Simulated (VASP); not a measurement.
# Sb (Pm-3m) in VASP: single point with PBE

Aim: the single point of Sb with PBE.

Everything below comes from runs of VASP 6.6.1. Logs are shortened: lines on timing, memory, paths and dates and some standing lists are left out, and cuts for length are marked.

### 1 The cell of the first run

The structure is cubic, space group Pm-3m (No. 221). Conventional cell: a = 3.110 Å, b = 3.110 Å, c = 3.110 Å, α = 90.00°, β = 90.00°, γ = 90.00°. Within 4.1 Å of Sb (site symmetry m-3m) lie 6 Sb at 3.11 Å.

This isn't the form of Sb at room conditions, which is rhombohedral.

### 2 Single point, PBE

File INCAR:

```
ALGO = Fast
EDIFF = 1E-6
ENCUT = 520
GGA = PE
ISIF = 2
ISMEAR = 0
LASPH = True
LCHARG = True
LELF = True
LREAL = False
LVHAR = True
LWAVE = False
NBANDS = 30
NELM = 100
PREC = Accurate
SIGMA = 0.1
```

File KPOINTS:

```
k-points
0
Gamma
  6 6 6
```

File POSCAR:

```
Sb
1.0
   -6.2209225139      0.0000000000      0.0000000000
    0.0000000000      0.0000000000      6.2209225139
    0.0000000000      6.2209225139      0.0000000000
Sb
8
Direct
    0.5000000000      0.0000000000      0.0000000000
    0.5000000000      0.5000000000      0.0000000000
    0.5000000000      0.0000000000      0.5000000000
    0.5000000000      0.5000000000      0.5000000000
    0.0000000000      0.0000000000      0.0000000000
    0.0000000000      0.5000000000      0.0000000000
    0.0000000000      0.0000000000      0.5000000000
    0.0000000000      0.5000000000      0.5000000000
```

Potentials or basis: VASP PAW PBE potentials, release 64 (Sb).

Run with:

```console
cat potpaw_PBE.64/Sb/POTCAR > POTCAR
mpirun -np 1 vasp_std > vasp.out
```

OUTCAR:

```text
EDIFF = 1E-6
   ENCUT = 520
   GGA = PE
   ISIF = 2
   ISMEAR = 0
   LASPH = True
   LREAL = False
   NELM = 100
   PREC = Accurate

 ion  position               nearest neighbor table
   1  0.500  0.000  0.000-   2 3.11   3 3.11   5 3.11   3 3.11   2 3.11   5 3.11
   2  0.500  0.500  0.000-   1 3.11   4 3.11   6 3.11   4 3.11   1 3.11   6 3.11
   3  0.500  0.000  0.500-   1 3.11   4 3.11   7 3.11   1 3.11   4 3.11   7 3.11
   4  0.500  0.500  0.500-   2 3.11   3 3.11   8 3.11   2 3.11   3 3.11   8 3.11
   5  0.000  0.000  0.000-   1 3.11   6 3.11   7 3.11   7 3.11   6 3.11   1 3.11
   6  0.000  0.500  0.000-   2 3.11   5 3.11   8 3.11   8 3.11   5 3.11   2 3.11
   7  0.000  0.000  0.500-   3 3.11   5 3.11   8 3.11   5 3.11   8 3.11   3 3.11
   8  0.000  0.500  0.500-   4 3.11   6 3.11   7 3.11   6 3.11   7 3.11   4 3.11

  LATTYP: Found a simple cubic cell.
 ALAT       =     6.2209225139

  Lattice vectors:

 A1 = (  -6.2209225139,   0.0000000000,   0.0000000000)
 A2 = (   0.0000000000,   0.0000000000,   6.2209225139)
 A3 = (   0.0000000000,   6.2209225139,   0.0000000000)

Analysis of symmetry for initial positions (statically):
=====================================================================
 Subroutine PRICEL returns following result:

  LATTYP: Found a simple cubic cell.
 ALAT       =     3.1104612569

  Lattice vectors:

 A1 = (  -3.1104612569,   0.0000000000,   0.0000000000)
 A2 = (   0.0000000000,   0.0000000000,   3.1104612569)
 A3 = (   0.0000000000,   3.1104612569,   0.0000000000)

   8 primitive cells build up your supercell.

 Routine SETGRP: Setting up the symmetry group for a
 simple cubic supercell.

 Subroutine GETGRP returns: Found 48 space group operations
 (whereof 48 operations were pure point group operations)
 out of a pool of 48 trial point group operations.

The static configuration has the point symmetry O_h .

Analysis of symmetry for dynamics (positions and initial velocities):
=====================================================================
 Subroutine PRICEL returns following result:

  LATTYP: Found a simple cubic cell.
 ALAT       =     3.1104612569

  Lattice vectors:

 A1 = (  -3.1104612569,   0.0000000000,   0.0000000000)
 A2 = (   0.0000000000,   0.0000000000,   3.1104612569)
 A3 = (   0.0000000000,   3.1104612569,   0.0000000000)

   8 primitive cells build up your supercell.

 Routine SETGRP: Setting up the symmetry group for a
 simple cubic supercell.

 Subroutine GETGRP returns: Found 48 space group operations
 (whereof 48 operations were pure point group operations)
 out of a pool of 48 trial point group operations.

The dynamic configuration has the point symmetry O_h .

 Subroutine INISYM returns: Found 48 space group operations
 (whereof 48 operations are pure point group operations),
 and found     8 'primitive' translations

----------------------------------------------------------------------------------------

                                     Primitive cell

  volume of cell :      30.0936

  direct lattice vectors                    reciprocal lattice vectors
    -3.110461257  0.000000000  0.000000000    -0.321495726  0.000000000  0.000000000
     0.000000000  0.000000000  3.110461257     0.000000000  0.000000000  0.321495726
     0.000000000  3.110461257  0.000000000     0.000000000  0.321495726  0.000000000

  length of vectors
     3.110461257  3.110461257  3.110461257     0.321495726  0.321495726  0.321495726

  position of ions in fractional coordinates (direct lattice)
     0.000000000  0.000000000  0.000000000

  ion indices of the primitive-cell ions
   primitive index   ion index
                 1           1

----------------------------------------------------------------------------------------

 KPOINTS: k-points

Automatic generation of k-mesh.
 Grid dimensions read from file:
 generate k-points for:    6    6    6

 Generating k-lattice:

  Cartesian coordinates                     Fractional coordinates (reciprocal lattice)
    -0.026791311  0.000000000  0.000000000     0.166666667  0.000000000  0.000000000
     0.000000000  0.000000000  0.026791311     0.000000000  0.166666667  0.000000000
     0.000000000  0.026791311  0.000000000     0.000000000  0.000000000  0.166666667

  Length of vectors
     0.026791311  0.026791311  0.026791311

  Shift w.r.t. Gamma in fractional coordinates (k-lattice)
     0.000000000  0.000000000  0.000000000

 Subroutine IBZKPT returns following result:
 ===========================================

 Found     20 irreducible k-points:

 Following reciprocal coordinates:
            Coordinates               Weight
  0.000000  0.000000  0.000000      1.000000
  0.166667  0.000000  0.000000      6.000000
  0.333333  0.000000  0.000000      6.000000
  0.500000  0.000000  0.000000      3.000000
  0.166667  0.166667  0.000000     12.000000
  0.333333  0.166667  0.000000     24.000000
[... 12 lines left out ...]
  0.500000  0.500000  0.333333      6.000000
  0.500000  0.500000  0.500000      1.000000
   k-points           NKPTS =     20   k-points in BZ     NKDIM =     20   number of bands    NBANDS=     30
   number of dos      NEDOS =    301   number of ions     NIONS =      8
   total plane-waves  NPLWV = 110592
   dimension x,y,z NGX =    48 NGY =   48 NGZ =   48
   dimension x,y,z NGXF=    96 NGYF=   96 NGZF=   96
   ions per type =               8
   NGX,Y,Z   is equivalent  to a cutoff of  12.83, 12.83, 12.83 a.u.
   NGXF,Y,Z  is equivalent  to a cutoff of  25.65, 25.65, 25.65 a.u.
 SYSTEM =  unknown system
   PREC   = accura    normal or accurate (medium, high low for compatibility)
   ISTART =      0    job   : 0-new  1-cont  2-samecut
   ICHARG =      2    charge: 1-file 2-atom 10-const
   ISPIN  =      1    spin polarized calculation?
   LNONCOLLINEAR =      F non collinear calculations
   LSORBIT =      F    spin-orbit coupling
   LASPH  =      T    aspherical Exc in radial PAW
   ENCUT  =  520.0 eV  38.22 Ry    6.18 a.u.  11.57 11.57 11.57*2*pi/ulx,y,z
   NELM   =    100;   NELMIN=  2; NELMDL= -5     # of ELM steps
   EDIFF  = 0.1E-05   stopping-criterion for ELM
   LREAL  =      F    real-space projection
   EDIFFG = 0.1E-04   stopping-criterion for IOM
   NSW    =      0    number of steps for IOM
   IBRION =     -1    ionic relax: 0-MD 1-quasi-New 2-CG
   NFREE  =      0    steps in history (QN), initial steepest desc. (CG)
   ISIF   =      2    stress and relaxation
   ISYM   =      2    0-nonsym 1-usesym 2-fastsym
   POTIM  = 0.5000    time-step for ionic-motion
   TEBEG  =    0.0;   TEEND  =   0.0 temperature during run
   PSTRESS=    0.0 pullay stress
   NELECT =      40.0000    total number of electrons
   NUPDOWN=      -1.0000    fix difference up-down
   EMIN   =  10.00;   EMAX   =-10.00  energy-range for DOS
   EFERMI =   0.00;   METHOD = LEGACY
   ISMEAR =     0;   SIGMA  =   0.10  broadening in eV -4-tet -1-fermi 0-gaus
   EFERMI_NEDOS =   21; number of points for ismear=-14 and -15
   IALGO  =     68    algorithm
   IMIX   =      4    mixing-type and parameters
     AMIX     =   0.40;   BMIX     =  1.00
     AMIX_MAG =   1.60;   BMIX_MAG =  1.00
  volume/ion in A,a.u.               =      30.09       203.08
  Fermi-wavevector in a.u.,A,eV,Ry     =   0.899995  1.700744 11.020594  0.809991
  Thomas-Fermi vector in A             =   2.022898
   LORBIT       =      0    0 simple, 1 ext, 2 COOP (PROOUT), +10 PAW based schemes
   GGA     = PE    functional components
   LHFCALC =     F    Hartree Fock is set to
   AEXX    =    0.0000 exact exchange contribution
   IVDW    =     0    specifies the selected vdW correction
   LEPSILON=     F    determine dielectric tensor
   LRPA    =     F    only Hartree local field effects (RPA)
 non-spin polarized calculation
 RMM-DIIS sequential band-by-band and
 Gauss-broadening in eV      SIGMA  =   0.10
  energy-cutoff  :      520.00
  volume of cell :      240.75
 maximum number of plane-waves:      6515
 NGX is ok and might be reduce to    48
   NGX = 23   NGY = 23   NGZ = 23

 number of electron      39.9999995 magnetization

 Free energy of the ion-electron system (eV)
  ---------------------------------------------------
  ext. energy  EPLUGINS =         0.00000000
  ---------------------------------------------------
  free energy    TOTEN  =       -32.63910681 eV

  energy without entropy =      -32.60857194  energy(sigma->0) =      -32.62383938

 E-fermi :   7.1133     XC(G=0):  -9.5878

 val. band max:        7.0884599225   @ k =   0.5000   0.1667   0.1667
 cond. band min:       7.1422193377   @ k =   0.3333   0.1667   0.0000
 fundamental gap:      0.0537594151
 Fermi energy:         7.1133311174

 k-point     1 :       0.0000    0.0000    0.0000
  band No.  band energies     occupation
      1      -5.2951      2.00000
      2      -2.9080      2.00000
      3      -2.9080      2.00000
      4      -2.9080      2.00000
      5      -0.3762      2.00000
      6      -0.3762      2.00000
[... 22 lines left out ...]
     29      11.8703      0.00000
     30      12.2468      0.00000

 k-point     2 :       0.1667    0.0000    0.0000
  band No.  band energies     occupation
      1      -5.1954      2.00000
      2      -3.2040      2.00000
      3      -2.8067      2.00000
      4      -2.8067      2.00000
      5      -0.7135      2.00000
      6      -0.7135      2.00000
[... 22 lines left out ...]
     29      11.4312      0.00000
     30      12.0752      0.00000

 k-point     3 :       0.3333    0.0000    0.0000
  band No.  band energies     occupation
      1      -4.9003      2.00000
      2      -3.8171      2.00000
      3      -2.5058      2.00000
      4      -2.5058      2.00000
      5      -1.3793      2.00000
      6      -1.3793      2.00000
[... 22 lines left out ...]
     29      10.7178      0.00000
     30      11.4513      0.00000

 k-point     4 :       0.5000    0.0000    0.0000
  band No.  band energies     occupation
      1      -4.4258      2.00000
      2      -4.4258      2.00000
      3      -2.0173      2.00000
      4      -2.0173      2.00000
      5      -2.0173      2.00000
      6      -2.0173      2.00000
[... 22 lines left out ...]
     29      11.0861      0.00000
     30      11.0861      0.00000

 k-point     5 :       0.1667    0.1667    0.0000
  band No.  band energies     occupation
      1      -5.0957      2.00000
      2      -3.1032      2.00000
      3      -3.1032      2.00000
      4      -2.7054      2.00000
      5      -1.0386      2.00000
      6      -0.6106      2.00000
[... 22 lines left out ...]
     29      11.0933      0.00000
     30      11.6054      0.00000
[... 394 lines left out ...]
     29       9.0918      0.00000
     30       9.8735      0.00000

 k-point    18 :       0.5000    0.3333    0.3333
  band No.  band energies     occupation
      1      -3.6334      2.00000
      2      -3.6334      2.00000
      3      -2.5413      2.00000
      4      -2.5413      2.00000
      5      -2.5413      2.00000
      6      -2.5413      2.00000
[... 22 lines left out ...]
     29       9.3293      0.00000
     30       9.3293      0.00000

 k-point    19 :       0.5000    0.5000    0.3333
  band No.  band energies     occupation
      1      -3.1560      2.00000
      2      -3.1560      2.00000
      3      -3.1560      2.00000
      4      -3.1560      2.00000
      5      -2.0595      2.00000
      6      -2.0595      2.00000
[... 22 lines left out ...]
     29       8.7727      0.00000
     30       8.7727      0.00000

 k-point    20 :       0.5000    0.5000    0.5000
  band No.  band energies     occupation
      1      -2.6772      2.00000
      2      -2.6772      2.00000
      3      -2.6772      2.00000
      4      -2.6772      2.00000
      5      -2.6772      2.00000
      6      -2.6772      2.00000
[... 22 lines left out ...]
     29       7.2622      0.03520
     30       7.2622      0.03520

------------------------ aborting loop because EDIFF is reached ----------------------------------------

  FORCE on cell =-STRESS in cart. coord.  units (eV):
  Direction    XX          YY          ZZ          XY          YZ          ZX
  --------------------------------------------------------------------------------------
  -------------------------------------------------------------------------------------
  Total       -0.0039154     -0.0039154     -0.0039154     -0.0000000     -0.0000000     -0.0000000
  in kB       -0.0260568     -0.0260568     -0.0260568     -0.0000000     -0.0000000     -0.0000000
  external PRESSURE =      -0.0260568 kB  Pullay stress =       0.0000000 kB

 VOLUME and BASIS-vectors are now :
 -----------------------------------------------------------------------------
  energy-cutoff  :      520.00
  volume of cell :      240.75
      direct lattice vectors                 reciprocal lattice vectors
    -6.220922514  0.000000000  0.000000000    -0.160747863  0.000000000  0.000000000
     0.000000000  0.000000000  6.220922514     0.000000000  0.000000000  0.160747863
     0.000000000  6.220922514  0.000000000     0.000000000  0.160747863  0.000000000

 POSITION                                       TOTAL-FORCE (eV/Angst)
 -----------------------------------------------------------------------------------
     -3.11046      0.00000      0.00000        -0.000000     -0.000000      0.000000
     -3.11046      0.00000      3.11046        -0.000000     -0.000000     -0.000000
     -3.11046      3.11046      0.00000        -0.000000      0.000000     -0.000000
     -3.11046      3.11046      3.11046         0.000000      0.000000     -0.000000
      0.00000      0.00000      0.00000        -0.000000      0.000000     -0.000000
      0.00000      0.00000      3.11046        -0.000000     -0.000000     -0.000000
      0.00000      3.11046      0.00000         0.000000     -0.000000      0.000000
      0.00000      3.11046      3.11046         0.000000      0.000000      0.000000
 -----------------------------------------------------------------------------------
    total drift:                                0.000000      0.000000      0.000000

  FREE ENERGIE OF THE ION-ELECTRON SYSTEM (eV)
  ---------------------------------------------------
  free  energy   TOTEN  =       -32.6391068134 eV

  energy  without entropy=      -32.6085719404  energy(sigma->0) =      -32.62383938
```

Wall time 92 s (1 thread of Intel Xeon Platinum 8488C (Sapphire Rapids), shared host); peak memory 0.37 GiB.

What came out:

```yaml
Free_energy: -32.6391 eV
Pressure: 0.0 GPa
Band_gap_on_the_k_mesh: zero (bands 20 and 21 overlap by 0.77 eV)
```

Caveat: spin-orbit coupling is left out, which moves the levels of the heavy elements.
